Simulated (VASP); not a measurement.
Pt, 1 atom in the cell. It takes space group Fm-3m (No. 225, cubic). Conventional cell: a = 3.999 Å, b = 3.999 Å, c = 3.999 Å, α = 90.00°, β = 90.00°, γ = 90.00°. Within 3.7 Å of Pt (site symmetry m-3m) lie 12 Pt at 2.83 Å. 

| Property | Result |
| --- | --- |
| Program | VASP 6.6.1 |
| Task | single point |
| Functional | r2SCAN |
| Potentials or basis | VASP PAW PBE potentials, release 64 (Pt) |
| Cutoff | 520 eV |
| k mesh | 12 × 12 × 12 |
| Occupations | fermi-dirac, width 0.05 eV |
| Spin | no spin polarisation |
| Dipole correction | no |
| Further INCAR settings | ALGO = Normal; EDIFF = 1e-06; NBANDS = 11 |

Potentials or basis: VASP PAW PBE potentials, release 64 (Pt).

Launch:

```console
$ cat potpaw_PBE.64/Pt/POTCAR > POTCAR
$ cp INCAR.step1 INCAR
$ mpirun -np 1 vasp_std > vasp.out
$ cp INCAR.step2 INCAR
$ mpirun -np 1 vasp_std > vasp.out
```

Hardware: 1 thread of AMD EPYC 7R13, with other jobs on the host.

Question: Estimate the wall time of this run.

Answer: Wall time 2.4 min on 1 thread of AMD EPYC 7R13, with other jobs on the host, peak memory 0.12 GiB. Counts: k points 72.
